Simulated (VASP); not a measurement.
Wanted: the native input for a VASP 6.6.1 run.

```yaml
Task: single point
Functional: revPBE
Potentials_or_basis: VASP PAW PBE potentials, release 64 (La)
Cutoff: 520 eV
k_mesh: 9 × 9 × 9
Occupations: fermi-dirac, width 0.1 eV
Spin: no spin polarisation
Dipole_correction: no
Further_INCAR_settings: ALGO = Normal; EDIFF = 1e-06; NBANDS = 18
```

The structure of La lies in POSCAR:

```
La
1.0
    0.0000000000      3.2271429057      3.2271429057
    3.2271429057      0.0000000000      3.2271429057
    3.2271429057      3.2271429057      0.0000000000
La
2
Direct
    0.1250000000      0.1250000000      0.1250000000
    0.8750000000      0.8750000000      0.8750000000
```

This cell differs from its parent crystal: volume scaled by 0.88.

One way to write it, as run:

INCAR

```
  PREC = Accurate
  ENCUT = 520
  EDIFF = 1E-6
  ISMEAR = -1
  SIGMA = 0.1
  LREAL = False
  LASPH = True
  NELM = 80
  ALGO = Normal
  ISIF = 2
  LWAVE = False
  LCHARG = False
  GGA = RE
  NBANDS = 18
```

KPOINTS

```
regular mesh
0
Gamma
  9 9 9
```

Potentials or basis: VASP PAW PBE potentials, release 64 (La).

The run is started by

```sh
$ cat potpaw_PBE.64/La/POTCAR > POTCAR
$ mpirun -np 1 vasp_std > vasp.out
```

It gave:

```yaml
Pressure: 7.0 GPa
Band_gap_on_the_k_mesh: zero (band 11 reaches 8.46 eV, above the bottom of band 12 at 8.37 eV)
```

Caveat: the PAW data sets were made with another functional, which shifts forces and pressure a little; spin-orbit coupling is left out, which moves the levels of the heavy elements.

Run time: 27 s on 1 thread of Intel(R) Xeon(R) 6975P-C (Granite Rapids), with other jobs on the host, peak memory 0.22 GiB.
